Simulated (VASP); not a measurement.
A run of VASP 6.6.1:

The input INCAR:

```
PREC = Accurate ; ENCUT = 400
EDIFF = 1E-8 ; ISMEAR = -1
SIGMA = 0.08 ; LREAL = F
LASPH = T ; NELM = 120
ALGO = Normal ; ISIF = 2
LWAVE = F ; LCHARG = F
GGA = PE ; LEFG = T
NBANDS = 8 ; GGA_COMPAT = F
```

Contents of KPOINTS:

```
Automatic mesh
0
Gamma
  12 12 12
```

POSCAR

```
Sb
1.0
    3.2219765188      0.0000000000      0.0000000000
    0.0000000000      3.2219765188      0.0000000000
    0.0000000000      0.0000000000      3.2219765188
Sb
1
Direct
    0.0000000000      0.0000000000      0.0000000000
```

Potentials or basis: VASP PAW PBE potentials, release 64 (Sb).

The run is started by

```console
$ cat potpaw_PBE.64/Sb/POTCAR > POTCAR
$ mpirun -np 1 vasp_std > vasp.out
```

Hardware: 1 thread of AMD EPYC 9R45 96-Core Processor (Zen 5) (shared host).

How long does it take, and how much memory?

Wall time 9.4 s on 1 thread of AMD EPYC 9R45 96-Core Processor (Zen 5) (shared host), peak memory 0.11 GiB. Counts: scf iterations 14, k points 84.
